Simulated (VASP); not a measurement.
# ScS4: single point with PBE

ScS4:

```
Sc S
1.0
     4.88479    0.00000    0.00000
     0.00000    4.88479    0.00000
     0.00000    0.00000    4.88479
Sc S
1 4
Direct
  0.00000 0.00000 0.00000
  0.50000 0.00000 0.00000
  0.00000 0.50000 0.00000
  0.00000 0.00000 0.50000
  0.50000 0.50000 0.50000
```

The cell was generated, and may not be a known phase.

```json
{"Program": "VASP 6.6.1", "Task": "single point", "Functional": "PBE", "Potentials or basis": "VASP PAW PBE potentials, release 64 (Sc_sv, S)", "Cutoff": "520 eV", "k mesh": "4 × 4 × 4", "Occupations": "gaussian, width 0.1 eV", "Spin": "collinear spin", "Starting moments": "[1.0, 0.0, 0.0, 0.0, 0.0] μB"}
```

The pressure is 0.5 GPa, the net moment is 0.00 μB per cell and the valence electrons inside the program's atomic spheres are Sc 9.61; S 3.64, 3.43 (each value once).

Levels at points of the mesh, in eV from the Fermi level:
Spin up:
```csv
k point,band 13,band 14,band 15,band 16,band 17,band 18,band 19,band 20,band 21,band 22
"(0.00, 0.00, 0.00)",-0.75,-0.75,-0.54,-0.54,-0.54,0.90,0.90,0.90,2.29,2.29
"(0.50, 0.00, 0.00)",-2.24,-1.28,-0.93,-0.93,-0.10,-0.10,-0.01,-0.01,2.37,3.91
"(0.50, 0.50, 0.00)",-2.25,-1.63,-1.61,-1.61,-0.97,0.52,0.52,0.58,4.08,4.08
"(0.50, 0.50, 0.50)",-2.48,-2.48,0.27,0.27,0.27,0.61,0.61,0.61,4.75,4.75
```
Spin down:
```tsv
k point	band 14	band 15	band 16	band 17	band 18	band 19	band 20	band 21
(0.00, 0.00, 0.00)	-0.75	-0.53	-0.53	-0.53	0.90	0.90	0.90	2.29
(0.50, 0.00, 0.00)	-1.28	-0.93	-0.93	-0.10	-0.10	-0.01	-0.01	2.37
(0.50, 0.50, 0.00)	-1.63	-1.61	-1.61	-0.97	0.52	0.52	0.58	4.08
(0.50, 0.50, 0.50)	-2.48	0.27	0.27	0.27	0.61	0.61	0.61	4.75
```

It took 76 s on 1 thread of Oxide Virtual Turin-like Processor (shared host), peak memory 0.22 GiB.
